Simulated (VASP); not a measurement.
# BeCo (Pm-3m) in VASP: notebook

Runs on BeCo. Level: LDA. Tasks: single point, relaxation of volume and atoms at fixed shape.

Program: VASP 6.6.1. These are calculated values, not measurements. Logs are shortened: lines on timing, memory, paths and dates and some standing lists are left out, and cuts for length are marked.

### 1 The cell of the first run

The structure is cubic, space group Pm-3m (No. 221). Conventional cell: a = 2.538 Å, b = 2.538 Å, c = 2.538 Å, α = 90.00°, β = 90.00°, γ = 90.00°. Be (site symmetry m-3m) has 8 Co at 2.20 Å and 6 Be at 2.54 Å within 2.9 Å. Co (site symmetry m-3m) has 8 Be at 2.20 Å and 6 Co at 2.54 Å within 2.9 Å.

### 2 Single point, LDA, collinear spin, ferromagnetic start

Contents of INCAR:

```
PREC = Accurate
ENCUT = 520
EDIFF = 1E-6
ISMEAR = -1
SIGMA = 0.1
LREAL = False
LASPH = True
NELM = 150
ALGO = Normal
ISIF = 2
LWAVE = False
LCHARG = False
ISPIN = 2
MAGMOM = 0 2.5
LORBIT = 11
LMAXMIX = 4
NBANDS = 16
```

Contents of KPOINTS:

```
Automatic mesh
0
Gamma
  10 10 10
```

Contents of POSCAR:

```
BeCo
1.0
    2.5378715440      0.0000000000      0.0000000000
    0.0000000000      2.5378715440      0.0000000000
    0.0000000000      0.0000000000      2.5378715440
Be Co
1 1
Direct
    0.0000000000      0.0000000000      0.0000000000
    0.5000000000      0.5000000000      0.5000000000
```

Potentials or basis: VASP PAW LDA potentials, release 64 (Be, Co).

Launch:

```console
$ cat potpaw_LDA.64/Be/POTCAR potpaw_LDA.64/Co/POTCAR > POTCAR
$ mpirun -np 1 vasp_std > vasp.out
```

OUTCAR:

```text
PREC = Accurate
   ENCUT = 520
   EDIFF = 1E-6
   ISMEAR = -1
   LREAL = False
   LASPH = True
   NELM = 150
   ISIF = 2
   ISPIN = 2
   LORBIT = 11

 ion  position               nearest neighbor table
   1  0.000  0.000  0.000-   2 2.20   2 2.20   2 2.20   2 2.20   2 2.20   2 2.20   2 2.20   2 2.20

   2  0.500  0.500  0.500-   1 2.20   1 2.20   1 2.20   1 2.20   1 2.20   1 2.20   1 2.20   1 2.20

  LATTYP: Found a simple cubic cell.
 ALAT       =     2.5378715440

  Lattice vectors:

 A1 = (   2.5378715440,   0.0000000000,   0.0000000000)
 A2 = (   0.0000000000,   2.5378715440,   0.0000000000)
 A3 = (   0.0000000000,   0.0000000000,   2.5378715440)

Analysis of symmetry for initial positions (statically):
=====================================================================
 Subroutine PRICEL returns:
 Original cell was already a primitive cell.

 Routine SETGRP: Setting up the symmetry group for a
 simple cubic supercell.

 Subroutine GETGRP returns: Found 48 space group operations
 (whereof 48 operations were pure point group operations)
 out of a pool of 48 trial point group operations.

The static configuration has the point symmetry O_h .

Analysis of symmetry for dynamics (positions and initial velocities):
=====================================================================
 Subroutine PRICEL returns:
 Original cell was already a primitive cell.

 Routine SETGRP: Setting up the symmetry group for a
 simple cubic supercell.

 Subroutine GETGRP returns: Found 48 space group operations
 (whereof 48 operations were pure point group operations)
 out of a pool of 48 trial point group operations.

The dynamic configuration has the point symmetry O_h .

Analysis of structural, dynamic, and magnetic symmetry:
=====================================================================
 Subroutine PRICEL returns:
 Original cell was already a primitive cell.

 Routine SETGRP: Setting up the symmetry group for a
 simple cubic supercell.

 Subroutine GETGRP returns: Found 48 space group operations
 (whereof 48 operations were pure point group operations)
 out of a pool of 48 trial point group operations.

The overall configuration has the point symmetry O_h .

 Subroutine INISYM returns: Found 48 space group operations
 (whereof 48 operations are pure point group operations),
 and found     1 'primitive' translations

----------------------------------------------------------------------------------------

                                     Primitive cell

  volume of cell :      16.3459

  direct lattice vectors                    reciprocal lattice vectors
     2.537871544  0.000000000  0.000000000     0.394030975  0.000000000  0.000000000
     0.000000000  2.537871544  0.000000000     0.000000000  0.394030975  0.000000000
     0.000000000  0.000000000  2.537871544     0.000000000  0.000000000  0.394030975

  length of vectors
     2.537871544  2.537871544  2.537871544     0.394030975  0.394030975  0.394030975

  position of ions in fractional coordinates (direct lattice)
     0.000000000  0.000000000  0.000000000
     0.500000000  0.500000000  0.500000000

  ion indices of the primitive-cell ions
   primitive index   ion index
                 1           1
                 2           2

----------------------------------------------------------------------------------------

 KPOINTS: Automatic mesh

Automatic generation of k-mesh.
 Grid dimensions read from file:
 generate k-points for:   10   10   10

 Generating k-lattice:

  Cartesian coordinates                     Fractional coordinates (reciprocal lattice)
     0.039403098  0.000000000  0.000000000     0.100000000  0.000000000  0.000000000
     0.000000000  0.039403098  0.000000000     0.000000000  0.100000000  0.000000000
     0.000000000  0.000000000  0.039403098     0.000000000  0.000000000  0.100000000

  Length of vectors
     0.039403098  0.039403098  0.039403098

  Shift w.r.t. Gamma in fractional coordinates (k-lattice)
     0.000000000  0.000000000  0.000000000

 Subroutine IBZKPT returns following result:
 ===========================================

 Found     56 irreducible k-points:

 Following reciprocal coordinates:
            Coordinates               Weight
  0.000000  0.000000  0.000000      1.000000
  0.100000  0.000000  0.000000      6.000000
  0.200000  0.000000  0.000000      6.000000
  0.300000  0.000000  0.000000      6.000000
  0.400000  0.000000  0.000000      6.000000
  0.500000  0.000000  0.000000      3.000000
[... 16 lines left out ...]
  0.200000  0.100000  0.100000     24.000000
  0.300000  0.100000  0.100000     24.000000
 [... further k-points ...]
   k-points           NKPTS =     56   k-points in BZ     NKDIM =     56   number of bands    NBANDS=     16
   number of dos      NEDOS =    301   number of ions     NIONS =      2
   total plane-waves  NPLWV =   8000
   dimension x,y,z NGX =    20 NGY =   20 NGZ =   20
   dimension x,y,z NGXF=    40 NGYF=   40 NGZF=   40
   ions per type =               1   1
   NGX,Y,Z   is equivalent  to a cutoff of  13.10, 13.10, 13.10 a.u.
   NGXF,Y,Z  is equivalent  to a cutoff of  26.20, 26.20, 26.20 a.u.
 SYSTEM =  unknown system
   PREC   = accura    normal or accurate (medium, high low for compatibility)
   ISTART =      0    job   : 0-new  1-cont  2-samecut
   ICHARG =      2    charge: 1-file 2-atom 10-const
   ISPIN  =      2    spin polarized calculation?
   LNONCOLLINEAR =      F non collinear calculations
   LSORBIT =      F    spin-orbit coupling
   LASPH  =      T    aspherical Exc in radial PAW
   ENCUT  =  520.0 eV  38.22 Ry    6.18 a.u.   4.72  4.72  4.72*2*pi/ulx,y,z
   NELM   =    150;   NELMIN=  2; NELMDL= -5     # of ELM steps
   EDIFF  = 0.1E-05   stopping-criterion for ELM
   LREAL  =      F    real-space projection
   EDIFFG = 0.1E-04   stopping-criterion for IOM
   NSW    =      0    number of steps for IOM
   IBRION =     -1    ionic relax: 0-MD 1-quasi-New 2-CG
   NFREE  =      0    steps in history (QN), initial steepest desc. (CG)
   ISIF   =      2    stress and relaxation
   ISYM   =      2    0-nonsym 1-usesym 2-fastsym
   POTIM  = 0.5000    time-step for ionic-motion
   TEBEG  =    0.0;   TEEND  =   0.0 temperature during run
   PSTRESS=    0.0 pullay stress
   NELECT =      11.0000    total number of electrons
   NUPDOWN=      -1.0000    fix difference up-down
   EMIN   =  10.00;   EMAX   =-10.00  energy-range for DOS
   EFERMI =   0.00;   METHOD = LEGACY
   ISMEAR =    -1;   SIGMA  =   0.10  broadening in eV -4-tet -1-fermi 0-gaus
   EFERMI_NEDOS =   21; number of points for ismear=-14 and -15
   IALGO  =     38    algorithm
   IMIX   =      4    mixing-type and parameters
     AMIX     =   0.40;   BMIX     =  1.00
     AMIX_MAG =   1.60;   BMIX_MAG =  1.00
  volume/ion in A,a.u.               =       8.17        55.15
  Fermi-wavevector in a.u.,A,eV,Ry     =   1.434617  2.711034 28.002518  2.058127
  Thomas-Fermi vector in A             =   2.554006
   LORBIT       =     11    0 simple, 1 ext, 2 COOP (PROOUT), +10 PAW based schemes
   GGA     = CA    functional components
   LHFCALC =     F    Hartree Fock is set to
   AEXX    =    0.0000 exact exchange contribution
   IVDW    =     0    specifies the selected vdW correction
   LEPSILON=     F    determine dielectric tensor
   LRPA    =     F    only Hartree local field effects (RPA)
 spin polarized calculation
  energy-cutoff  :      520.00
  volume of cell :       16.35
 maximum number of plane-waves:       466
 NGX is ok and might be reduce to    20
   NGX =  9   NGY =  9   NGZ =  9

 number of electron      11.0000005 magnetization       0.0015248

 Free energy of the ion-electron system (eV)
  ---------------------------------------------------
  ext. energy  EPLUGINS =         0.00000000
  ---------------------------------------------------
  free energy    TOTEN  =       -13.10267346 eV

  energy without entropy =      -13.03751352  energy(sigma->0) =      -13.07009349

 E-fermi :   9.4509     XC(G=0): -13.0932

 val. band max:        9.4270963072   @ k =   0.3000   0.1000   0.0000
 cond. band min:       9.4613858183   @ k =   0.4000   0.1000   0.0000
 fundamental gap:      0.0342895111
 Fermi energy:         9.4508962314

 spin component 1

 k-point     1 :       0.0000    0.0000    0.0000
  band No.  band energies     occupation
      1      -0.3594      1.00000
      2       6.4941      1.00000
      3       6.4941      1.00000
      4       9.4621      0.47210
      5       9.4621      0.47210
      6       9.4621      0.47210
[... 8 lines left out ...]
     15      40.3560      0.00000
     16      41.8448      0.00000
[... 419 lines left out ...]
 k-point    24 :       0.3000    0.1000    0.1000
  band No.  band energies     occupation
      1       1.8121      1.00000
      2       6.4832      1.00000
      3       6.9417      1.00000
      4       8.3292      0.99999
      5       8.5078      0.99992
      6       9.2954      0.82567
[... 8 lines left out ...]
     15      37.1173      0.00000
     16      37.8382      0.00000

 [... further k-points ...]

 spin component 2

 k-point     1 :       0.0000    0.0000    0.0000
  band No.  band energies     occupation
      1      -0.3593      1.00000
      2       6.4951      1.00000
      3       6.4951      1.00000
      4       9.4637      0.46802
      5       9.4637      0.46802
      6       9.4637      0.46802
[... 8 lines left out ...]
     15      40.3562      0.00000
     16      41.8449      0.00000
[... 419 lines left out ...]
 k-point    24 :       0.3000    0.1000    0.1000
  band No.  band energies     occupation
      1       1.8122      1.00000
      2       6.4839      1.00000
      3       6.9427      1.00000
      4       8.3306      0.99999
      5       8.5092      0.99992
      6       9.2970      0.82335
[... 8 lines left out ...]
     15      37.1175      0.00000
     16      37.8384      0.00000

 [... further k-points ...]

------------------------ aborting loop because EDIFF is reached ----------------------------------------

  FORCE on cell =-STRESS in cart. coord.  units (eV):
  Direction    XX          YY          ZZ          XY          YZ          ZX
  --------------------------------------------------------------------------------------
  -------------------------------------------------------------------------------------
  Total        0.0422773      0.0422773      0.0422773      0.0000000      0.0000000     -0.0000000
  in kB        4.1438951      4.1438951      4.1438951      0.0000000      0.0000000     -0.0000000
  external PRESSURE =       4.1438951 kB  Pullay stress =       0.0000000 kB

 VOLUME and BASIS-vectors are now :
 -----------------------------------------------------------------------------
  energy-cutoff  :      520.00
  volume of cell :       16.35
      direct lattice vectors                 reciprocal lattice vectors
     2.537871544  0.000000000  0.000000000     0.394030975  0.000000000  0.000000000
     0.000000000  2.537871544  0.000000000     0.000000000  0.394030975  0.000000000
     0.000000000  0.000000000  2.537871544     0.000000000  0.000000000  0.394030975

 POSITION                                       TOTAL-FORCE (eV/Angst)
 -----------------------------------------------------------------------------------
      0.00000      0.00000      0.00000         0.000000      0.000000      0.000000
      1.26894      1.26894      1.26894         0.000000      0.000000      0.000000
 -----------------------------------------------------------------------------------
    total drift:                               -0.000000      0.000000      0.000000

  FREE ENERGIE OF THE ION-ELECTRON SYSTEM (eV)
  ---------------------------------------------------
  free  energy   TOTEN  =       -13.1026734575 eV

  energy  without entropy=      -13.0375135238  energy(sigma->0) =      -13.07009349

 total charge

# of ion       s       p       d       tot
------------------------------------------
    1        0.475   0.784   0.000   1.259
    2        0.511   0.625   7.496   8.632
--------------------------------------------------
tot          0.986   1.409   7.496   9.891

 magnetization (x)

# of ion       s       p       d       tot
------------------------------------------
    1       -0.000  -0.000   0.000  -0.000
    2       -0.000   0.000   0.001   0.001
--------------------------------------------------
tot         -0.000  -0.000   0.001   0.001
```

Wall time 44 s (1 thread of AMD EPYC 7R43 (Zen 3), shared host); peak memory 0.1 GiB.

Results:

| Property | Result |
| --- | --- |
| Free energy | -13.1027 eV |
| Pressure | 0.4 GPa |
| Net moment | 0.00 μB per cell |
| Valence electrons inside the program's atomic spheres | Be 1.26; Co 8.63 |

Caveat: the starting moments collapsed, and a magnetic state may lie lower.

(Part 1 of 2 ends here.)
